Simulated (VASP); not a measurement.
Write the native input for VASP 6.6.1 that does the following.

- Task: relaxation of volume and atoms at fixed shape
- Functional: PBEsol
- Potentials or basis: VASP PAW PBE potentials, release 64 (I)
- Cutoff: 500 eV
- k mesh: 6 × 6 × 3
- Occupations: gaussian, width 0.05 eV
- Spin: no spin polarisation
- Dipole correction: no
- Further INCAR settings: ALGO = Normal; EDIFF = 1e-07; IBRION = 2; EDIFFG = -0.02; NSW = 80; ISIF = 8

The structure of I lies in POSCAR:

```
I
1.0
    3.6350350000     -2.3950200000      0.0000000000
    3.6350350000      2.3950200000      0.0000000000
    0.0000000000      0.0000000000      9.7934400000
I
4
Direct
    0.8507000000      0.1493000000      0.8844000000
    0.6493000000      0.3507000000      0.3844000000
    0.3507000000      0.6493000000      0.6156000000
    0.1493000000      0.8507000000      0.1156000000
```

The input as run:

INCAR

```
ALGO     = Normal         # electronic algorithm
EDIFF    = 1E-7           # SCF threshold, eV
EDIFFG   = -0.02          # ionic threshold
ENCUT    = 500            # plane-wave cutoff, eV
GGA      = PS             # functional
GGA_COMPAT= F            
IBRION   = 2              # ionic algorithm
ISIF     = 8              # what is computed and relaxed
ISMEAR   = 0              # smearing method
LASPH    = T              # aspherical terms in the spheres
LCHARG   = F              # write CHGCAR
LREAL    = F              # projectors in reciprocal space
LWAVE    = F              # write WAVECAR
NELM     = 120            # most SCF steps
NELMIN   = 4            
NSW      = 80             # ionic steps
PREC     = Accurate       # precision mode
SIGMA    = 0.05           # smearing width, eV
```

KPOINTS

```
k-points
0
Gamma
  6 6 3
```

Potentials or basis: VASP PAW PBE potentials, release 64 (I).

Run with:

```console
$ cat potpaw_PBE.64/I/POTCAR > POTCAR
$ mpirun -np 1 vasp_std > vasp.out
```

Results of the run:

The relaxed volume is 38.29 Å³/atom and the relaxed cell is a = 4.200 Å, b = 4.200 Å, c = 9.449 Å, α = 90.00°, β = 90.00°, γ = 66.76°. The space group after relaxing (to 0.1 Å) is Cmce (No. 64). The energy gained by relaxing is 39.0 meV/atom. The ionic steps are 16, the pressure after relaxing is 0.0 GPa and the largest force after relaxing is 0.003 eV/Å. The band gap on the k mesh is 0.89 eV (least direct gap 1.28 eV).

Caveat: this functional lacks dispersion, which holds the molecules together, so the pressure and a relaxed volume are unreliable; the PAW data sets were made with another functional, which shifts forces and pressure a little; spin-orbit coupling is left out, which moves the levels of the heavy elements; an odd mesh through Γ misses points on the zone boundary, where band edges can lie.

Wall time 9.4 min on 1 thread of Intel(R) Xeon(R) Platinum 8259CL CPU @ 2.50GHz (Skylake/Cascade Lake), with other jobs on the host, peak memory 0.3 GiB.
